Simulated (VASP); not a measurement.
Crystal: BaCd3Se4.

```
Ba Cd Se
1.0
     3.42747    1.97885    6.19634
    -3.42747    1.97885    6.19634
     0.00000   -3.95770    6.19634
Ba Cd Se
1 3 4
Direct
  0.50000 0.50000 0.50000
  0.00000 0.00000 0.50000
  0.50000 0.00000 0.00000
  0.00000 0.50000 0.00000
  0.50000 0.50000 0.00000
  0.00000 0.50000 0.50000
  0.50000 0.00000 0.50000
  0.00000 0.00000 0.00000
```

The cell was generated, and may not be a known phase.

| Property | Result |
| --- | --- |
| Program | VASP 6.6.1 |
| Task | relaxation of cell and atoms |
| Functional | PBE |
| Potentials or basis | VASP PAW PBE potentials, release 64 (Ba_sv, Cd, Se) |
| Cutoff | 600 eV |
| k mesh | 2 × 2 × 2 |
| Occupations | gaussian, width 0.15 eV |
| Spin | no spin polarisation |

At the start: pressure -4.4 GPa; volume 31.52 Å³/atom.

Q: How do energy, volume and symmetry change on relaxing?

A: Over 4 steps the energy falls by 98.0 meV/atom and the volume is 25.48 Å³/atom (-19.1 %); space group R-3m (No. 166, to 0.1 Å) before and after.

Step by step:
```
step  energy change (eV)  largest force (eV/Å)  pressure (GPa)  volume (Å³)
   1              0.0000                0.0000           -4.44       252.16
   2             -0.6544                0.0000           -2.18       221.63
   3             -0.7820                0.0000           -0.32       206.32
   4             -0.7840                0.0000            0.09       203.87
```

Final structure:
```
CELL_PARAMETERS angstrom
3.18786 1.84051 5.79118
-3.18786 1.84051 5.79118
0.00000 -3.68102 5.79118
ATOMIC_POSITIONS crystal
Ba 0.50000 0.50000 0.50000
Cd 0.00000 0.00000 0.50000
Cd 0.50000 0.00000 0.00000
Cd 0.00000 0.50000 0.00000
Se 0.50000 0.50000 0.00000
Se 0.00000 0.50000 0.50000
Se 0.50000 0.00000 0.50000
Se 0.00000 0.00000 0.00000
```

Caveat: the k points lie up to 0.60 Å⁻¹ apart in the final cell; the volume moved by over 15 % at a fixed basis, so the end points are rough.
